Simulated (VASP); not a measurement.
A run of VASP 6.6.1:

Contents of INCAR:

```
PREC = Accurate ; ENCUT = 520
EDIFF = 1E-7 ; ISMEAR = -1
SIGMA = 0.05 ; LREAL = F
LASPH = T ; NELM = 80
ALGO = Normal ; ISIF = 2
LWAVE = F ; LCHARG = F
GGA = PE ; NBANDS = 8
```

File KPOINTS:

```
regular mesh
0
Gamma
  14 14 14
```

The input POSCAR:

```
Li
1.0
    2.1664711285      0.0000000000      0.0000000000
    0.0000000000      2.1664711285      0.0000000000
    0.0000000000      0.0000000000      2.1664711285
Li
1
Direct
    0.0000000000      0.0000000000      0.0000000000
```

Potentials or basis: VASP PAW PBE potentials, release 64 (Li_sv).

Command:

```console
$ cat potpaw_PBE.64/Li_sv/POTCAR > POTCAR
$ mpirun -np 1 vasp_std > vasp.out
```

Hardware: 1 thread of AMD EPYC 7R13 (shared host).

**Question.** How long does it take, and how much memory?

**Answer.** Run time: 12 s on 1 thread of AMD EPYC 7R13, with other jobs on the host, peak memory 0.08 GiB. Counts: scf iterations 10, k points 120.
